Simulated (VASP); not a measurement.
# NaCl (Fm-3m) in VASP: settings compared

The runs below take NaCl through single point, with PBE, r2SCAN.

Program: VASP 6.6.1. These are calculated values, not measurements. Logs are shortened: lines on timing, memory, paths and dates and some standing lists are left out, and cuts for length are marked.

## 1. The cell of the first run

Symmetry: Fm-3m, No. 225, cubic system. Conventional cell: a = 5.588 Å, b = 5.588 Å, c = 5.588 Å, α = 90.00°, β = 90.00°, γ = 90.00°. Within 3.7 Å of Na (site symmetry m-3m) lie 6 Cl at 2.79 Å. Within 3.7 Å of Cl (site symmetry m-3m) lie 6 Na at 2.79 Å.

## 2. Single point, PBE, collinear spin

The input, INCAR:

```
SYSTEM = NaCl
PREC = Accurate
ENCUT = 500
EDIFF = 1E-6
ISMEAR = 0
SIGMA = 0.1
LREAL = .FALSE.
LASPH = .TRUE.
NELM = 200
ALGO = Normal
ISIF = 2
LWAVE = .FALSE.
LCHARG = .FALSE.
ISPIN = 2
MAGMOM = 0.41 2.99
LORBIT = 11
NUPDOWN = 5.0
GGA = PE
NBANDS = 18
GGA_COMPAT = .FALSE.
```

The input, KPOINTS:

```
Automatic mesh
0
G
  3 3 3
  0 0 0
```

The input, POSCAR:

```
NaCl
1.0
    0.0000000000      2.7940632177      2.7940632177
    2.7940632177      0.0000000000      2.7940632177
    2.7940632177      2.7940632177      0.0000000000
Na Cl
1 1
Direct
    0.0000000000      0.0000000000      0.0000000000
    0.5000000000      0.5000000000      0.5000000000
```

Potentials or basis: VASP PAW PBE potentials, release 64 (Na_pv, Cl).

Launch:

```sh
$ cat potpaw_PBE.64/Na_pv/POTCAR potpaw_PBE.64/Cl/POTCAR > POTCAR
$ mpirun -np 1 vasp_std > vasp.out
```

OUTCAR:

```text
SYSTEM = NaCl
   PREC = Accurate
   ENCUT = 500
   EDIFF = 1E-6
   ISMEAR = 0
   LREAL = .FALSE.
   LASPH = .TRUE.
   NELM = 200
   ISIF = 2
   ISPIN = 2
   LORBIT = 11
   NUPDOWN = 5.0
   GGA = PE

 ion  position               nearest neighbor table
   1  0.000  0.000  0.000-
   2  0.500  0.500  0.500-

  LATTYP: Found a face centered cubic cell.
 ALAT       =     5.5881264354

  Lattice vectors:

 A1 = (   0.0000000000,   2.7940632177,   2.7940632177)
 A2 = (   2.7940632177,   0.0000000000,   2.7940632177)
 A3 = (   2.7940632177,   2.7940632177,   0.0000000000)

Analysis of symmetry for initial positions (statically):
=====================================================================
 Subroutine PRICEL returns:
 Original cell was already a primitive cell.

 Routine SETGRP: Setting up the symmetry group for a
 face centered cubic supercell.

 Subroutine GETGRP returns: Found 48 space group operations
 (whereof 48 operations were pure point group operations)
 out of a pool of 48 trial point group operations.

The static configuration has the point symmetry O_h .

Analysis of symmetry for dynamics (positions and initial velocities):
=====================================================================
 Subroutine PRICEL returns:
 Original cell was already a primitive cell.

 Routine SETGRP: Setting up the symmetry group for a
 face centered cubic supercell.

 Subroutine GETGRP returns: Found 48 space group operations
 (whereof 48 operations were pure point group operations)
 out of a pool of 48 trial point group operations.

The dynamic configuration has the point symmetry O_h .

Analysis of structural, dynamic, and magnetic symmetry:
=====================================================================
 Subroutine PRICEL returns:
 Original cell was already a primitive cell.

 Routine SETGRP: Setting up the symmetry group for a
 face centered cubic supercell.

 Subroutine GETGRP returns: Found 48 space group operations
 (whereof 48 operations were pure point group operations)
 out of a pool of 48 trial point group operations.

The overall configuration has the point symmetry O_h .

 Subroutine INISYM returns: Found 48 space group operations
 (whereof 48 operations are pure point group operations),
 and found     1 'primitive' translations

----------------------------------------------------------------------------------------

                                     Primitive cell
[... 93 lines left out ...]
  Thomas-Fermi vector in A             =   2.257475
   LORBIT       =     11    0 simple, 1 ext, 2 COOP (PROOUT), +10 PAW based schemes
   GGA     = PE    functional components
   LHFCALC =     F    Hartree Fock is set to
   AEXX    =    0.0000 exact exchange contribution
   IVDW    =     0    specifies the selected vdW correction
   LEPSILON=     F    determine dielectric tensor
   LRPA    =     F    only Hartree local field effects (RPA)
 spin polarized calculation
 Gauss-broadening in eV      SIGMA  =   0.10
  energy-cutoff  :      500.00
  volume of cell :       43.63
 maximum number of plane-waves:      1125
 NGX is ok and might be reduce to    30
   NGX = 15   NGY = 15   NGZ = 15

 number of electron      14.0000007 magnetization       4.9999491

 Free energy of the ion-electron system (eV)
  ---------------------------------------------------
  ext. energy  EPLUGINS =         0.00000000
  ---------------------------------------------------
  free energy    TOTEN  =        16.21327834 eV

  energy without entropy =       16.24129131  energy(sigma->0) =       16.22728483

 E-fermi :  -3.4835     XC(G=0):  -8.9397

 val. band max:        7.0131040160   @ k =   0.3333   0.0000   0.0000
 cond. band min:      -3.4785531267   @ k =   0.3333   0.3333   0.0000
 fundamental gap:    -10.4916571428
 Fermi energy:         7.7254060544

 spin component 1

 k-point     1 :       0.0000    0.0000    0.0000
  band No.  band energies     occupation
      1     -19.6086      1.00000
      2     -19.6086      1.00000
      3     -19.6086      1.00000
      4     -19.0905      1.00000
      5      -5.9142      1.00000
      6      -5.9142      1.00000
[... 60 lines left out ...]
      4     -18.7472      1.00000
      5      -6.6685      1.00000
      6      -6.6040      1.00000
[... 10 lines left out ...]
     17      17.9093      0.00000
     18      18.4577      0.00000
 Fermi energy:        -3.4835386096

 spin component 2

 k-point     1 :       0.0000    0.0000    0.0000
  band No.  band energies     occupation
      1     -19.4269      1.00000
      2     -19.4269      1.00000
      3     -19.4269      1.00000
      4     -15.6614      1.00000
      5      -2.5320      0.00000
      6      -2.5320      0.00000
[... 61 lines left out ...]
      5      -3.4365      0.25285
      6      -3.3508      0.03021
[... 10 lines left out ...]
     17      20.3565      0.00000
     18      20.5323      0.00000

------------------------ aborting loop because EDIFF is reached ----------------------------------------

  FORCE on cell =-STRESS in cart. coord.  units (eV):
  Direction    XX          YY          ZZ          XY          YZ          ZX
  --------------------------------------------------------------------------------------
  -------------------------------------------------------------------------------------
  Total        7.7280134      7.7280134      7.7280134      0.0000000      0.0000000      0.0000000
  in kB      283.8178899    283.8178899    283.8178899      0.0000000      0.0000000      0.0000000
  external PRESSURE =     283.8178899 kB  Pullay stress =       0.0000000 kB

 VOLUME and BASIS-vectors are now :
 -----------------------------------------------------------------------------
  energy-cutoff  :      500.00
  volume of cell :       43.63
      direct lattice vectors                 reciprocal lattice vectors
     0.000000000  2.794063218  2.794063218    -0.178950854  0.178950854  0.178950854
     2.794063218  0.000000000  2.794063218     0.178950854 -0.178950854  0.178950854
     2.794063218  2.794063218  0.000000000     0.178950854  0.178950854 -0.178950854

 POSITION                                       TOTAL-FORCE (eV/Angst)
 -----------------------------------------------------------------------------------
      0.00000      0.00000      0.00000         0.000000      0.000000      0.000000
      2.79406      2.79406      2.79406         0.000000      0.000000      0.000000
 -----------------------------------------------------------------------------------
    total drift:                                0.000000      0.000000      0.000000

  FREE ENERGIE OF THE ION-ELECTRON SYSTEM (eV)
  ---------------------------------------------------
  free  energy   TOTEN  =        16.2132783432 eV

  energy  without entropy=       16.2412913082  energy(sigma->0) =       16.22728483

 total charge

# of ion       s       p       d       tot
------------------------------------------
    1        0.182   5.999   0.000   6.181
    2        1.685   2.579   0.000   4.265
--------------------------------------------------
tot          1.867   8.578   0.000  10.446

 magnetization (x)

# of ion       s       p       d       tot
------------------------------------------
    1        0.167   0.070   0.000   0.237
    2        0.086   1.964   0.000   2.050
--------------------------------------------------
tot          0.253   2.034   0.000   2.286
```

stdout:

```text
POSCAR found type information on POSCAR NaCl
 POSCAR found :  2 types and       2 ions
 scaLAPACK will be used
 LDA part: xc-table for (Slater+PW92), standard interpolation
 POSCAR, INCAR and KPOINTS ok, starting setup
 FFT: planning ... GRIDC
 FFT: planning ... GRID_SOFT
 FFT: planning ... GRID
 WAVECAR not read
 entering main loop
```

Run time: 9.5 s. Hardware: 1 thread of Intel Xeon 8259CL, shared host; peak memory 0.17 GiB.

Results:

```yaml
Free_energy: 16.2133 eV
Pressure: 28.4 GPa
Net_moment: 5.00 μB per cell
Site_moments: Na +0.24; Cl +2.05 μB
Valence_electrons_inside_the_program's_atomic_spheres: Na 6.18; Cl 4.26
```

Caveat: the k points lie up to 0.65 Å⁻¹ apart; the moment is held away from its start; the total moment is fixed, so each spin has its own Fermi level and the state may be an excited one.

## 3. Single point, PBE, collinear spin, zero start

The input, INCAR:

```
PREC = Accurate
ENCUT = 500
EDIFF = 1E-6
ISMEAR = 0
SIGMA = 0.1
LREAL = F
LASPH = T
NELM = 200
ALGO = Normal
ISIF = 2
LWAVE = F
LCHARG = T
ISPIN = 2
MAGMOM = 0 0
LORBIT = 11
NUPDOWN = 0.0
GGA = PE
LELF = T
LVHAR = T
NBANDS = 18
GGA_COMPAT = F
```

The input, KPOINTS:

```
Automatic mesh
0
Gamma
  4 4 4
```

POSCAR is that of step 2.

Potentials or basis: VASP PAW PBE potentials, release 64 (Na_pv, Cl).

Launch:

```sh
$ cat potpaw_PBE.64/Na_pv/POTCAR potpaw_PBE.64/Cl/POTCAR > POTCAR
$ mpirun -np 1 vasp_std > vasp.out
```

It took 14 s on 1 thread of Intel Xeon 8259CL, shared host; peak memory 0.17 GiB.

The run converged. Its results:

- Free energy: -6.7637 eV
- Pressure: 1.5 GPa
- Net moment: 0.00 μB per cell
- Valence electrons inside the program's atomic spheres: Na 6.03; Cl 5.18

Caveat: the k points lie up to 0.49 Å⁻¹ apart; the total moment is fixed, so each spin has its own Fermi level.

## 4. Single point, PBE

The input, INCAR:

```
SYSTEM = NaCl
PREC = Accurate
ENCUT = 500
EDIFF = 1E-6
ISMEAR = 0
SIGMA = 0.1
LREAL = .False.
LASPH = .True.
NELM = 120
ALGO = Normal
ISIF = 2
LWAVE = .False.
LCHARG = .False.
GGA = PE
NBANDS = 14
ISYM = 0
GGA_COMPAT = .False.
```

The input, KPOINTS:

```
regular mesh
0
Gamma
  5 2 3
  0 0 0
```

POSCAR is that of step 3.

Launch:

```sh
$ cat potpaw_PBE.64/Na_pv/POTCAR potpaw_PBE.64/Cl/POTCAR > POTCAR
$ mpirun -np 1 vasp_std > vasp.out
```

Run time: 7.7 s. Hardware: 1 thread of Intel Xeon 8259CL, shared host; peak memory 0.16 GiB.

The run converged, but its numbers aren't listed here, since they failed a check.

Caveat: the k points lie up to 0.82 Å⁻¹ apart.

## 5. Single point, r2SCAN

POSCAR is that of step 4.

The input, INCAR.step1:

```
PREC = Accurate ; ENCUT = 550
ISMEAR = 0 ; SIGMA = 0.04
LREAL = False ; LASPH = True
NELM = 120 ; NBANDS = 14
GGA = PE ; ALGO = Normal
EDIFF = 1E-5 ; LWAVE = True
LCHARG = False ; GGA_COMPAT = False
```

The input, INCAR.step2:

```
PREC = Accurate ; ENCUT = 550
EDIFF = 1E-6 ; ISMEAR = 0
SIGMA = 0.04 ; LREAL = False
LASPH = True ; NELM = 120
ALGO = Normal ; ISIF = 2
LWAVE = False ; LCHARG = False
METAGGA = R2SCAN ; LMIXTAU = True
NBANDS = 14 ; ISTART = 1
GGA_COMPAT = False
```

The input, KPOINTS:

```
Automatic mesh
0
Gamma
  4 4 4
```

Launch:

```sh
$ cat potpaw_PBE.64/Na_pv/POTCAR potpaw_PBE.64/Cl/POTCAR > POTCAR
$ cp INCAR.step1 INCAR
$ mpirun -np 1 vasp_std > vasp.out
$ cp INCAR.step2 INCAR
$ mpirun -np 1 vasp_std > vasp.out
```

Run time: 24 s. Hardware: 1 thread of Intel Xeon 8259CL, shared host; peak memory 0.16 GiB.

The run converged. Its results:

- Free energy: -13.7896 eV
- Pressure: 0.2 GPa
- Band gap on the k mesh: 6.04 eV

Levels at points of the mesh, in eV from the valence-band top:
```csv
k point,band 3,band 4,band 5,band 6,band 7,band 8,band 9,band 10,band 11,band 12
"(0.00, 0.00, 0.00)",-21.47,-13.29,0.00,0.00,0.00,6.04,11.79,11.79,11.79,14.07
"(0.50, 0.00, 0.00)",-21.47,-12.92,-2.01,-0.29,-0.29,8.00,11.83,11.83,11.85,16.18
"(0.50, 0.50, 0.00)",-21.48,-12.87,-1.76,-0.64,-0.64,8.52,8.59,12.42,16.15,16.18
```

Caveat: the k points lie up to 0.49 Å⁻¹ apart; the PAW data sets were made with another functional, which shifts forces and pressure a little.

## 6. The runs side by side

```csv
level,spin,fixed moment (μB),k mesh,cutoff (eV),smearing,pressure (GPa),moment (μB)
PBE,collinear,5.0,3 × 3 × 3,500,gaussian 0.1 eV,28.4,5.00
PBE,"collinear, zero start",0.0,4 × 4 × 4,500,gaussian 0.1 eV,1.5,0.00
r2SCAN,off,-,4 × 4 × 4,550,gaussian 0.04 eV,0.2,-
```

Alike in all rows: task single point; potentials or basis VASP PAW PBE potentials, release 64 (Na_pv, Cl); cell as given.

Caveats: all runs use coarse meshes; the moment is held away from its start (at least some runs); the total moment is fixed, so each spin has its own Fermi level and the state may be an excited one (at least some runs); the total moment is fixed, so each spin has its own Fermi level (at least some runs); the PAW data sets were made with another functional, which shifts forces and pressure a little (at least some runs).

Total energies depend on the potentials used, so only differences within one code and one set of settings carry meaning.
